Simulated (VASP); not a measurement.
The system is Ru.

```
Ru
1.0
     0.00000    1.89243    1.89243
     1.89243    0.00000    1.89243
     1.89243    1.89243    0.00000
Ru
1
Direct
  0.00000 0.00000 0.00000
```

* Program: VASP 6.6.1
* Task: relaxation of cell and atoms
* Functional: BLYP
* Potentials or basis: VASP PAW PBE potentials, release 64 (Ru_pv)
* Cutoff: 600 eV
* k mesh: 14 × 14 × 14
* Occupations: fermi-dirac, width 0.1 eV
* Spin: no spin polarisation

At the start: pressure 22.1 GPa; volume 13.55 Å³/atom.

Question: Where does the relaxation end?

Answer: Over 17 steps the energy falls by 63.6 meV/atom and the volume is 14.54 Å³/atom (+7.3 %); space group Fm-3m (No. 225, to 0.05 Å).

Step by step:
```csv
step,energy change (eV),largest force (eV/Å),pressure (GPa),volume (Å³)
1,0.0000,0.0000,22.08,13.55
2,0.2842,0.0000,-30.51,17.56
3,-0.0633,0.0000,-1.37,14.63
4,-0.0636,0.0000,-0.18,14.56
5,-0.0636,0.0000,0.19,14.54
6,-0.0636,0.0000,0.20,14.54
7,-0.0636,0.0000,0.21,14.54
8,-0.0636,0.0000,0.17,14.54
9,-0.0636,0.0000,0.16,14.54
10,-0.0636,0.0000,0.16,14.54
11,-0.0636,0.0000,0.16,14.54
12,-0.0636,0.0000,0.17,14.54
13,-0.0636,0.0000,0.17,14.54
14,-0.0636,0.0000,0.17,14.54
15,-0.0636,0.0000,0.18,14.54
16,-0.0636,0.0000,0.12,14.54
17,-0.0636,0.0000,0.07,14.54
```

Final structure:
```yaml
crystal:
  lattice:
    - [0.00000, 1.93737, 1.93737]
    - [1.93737, 0.00000, 1.93737]
    - [1.93737, 1.93737, 0.00000]
  atoms:
    - { symbol: Ru, position: [0.00000, 0.00000, 0.00000] }
```

Caveat: the PAW data sets were made with another functional, which shifts forces and pressure a little.
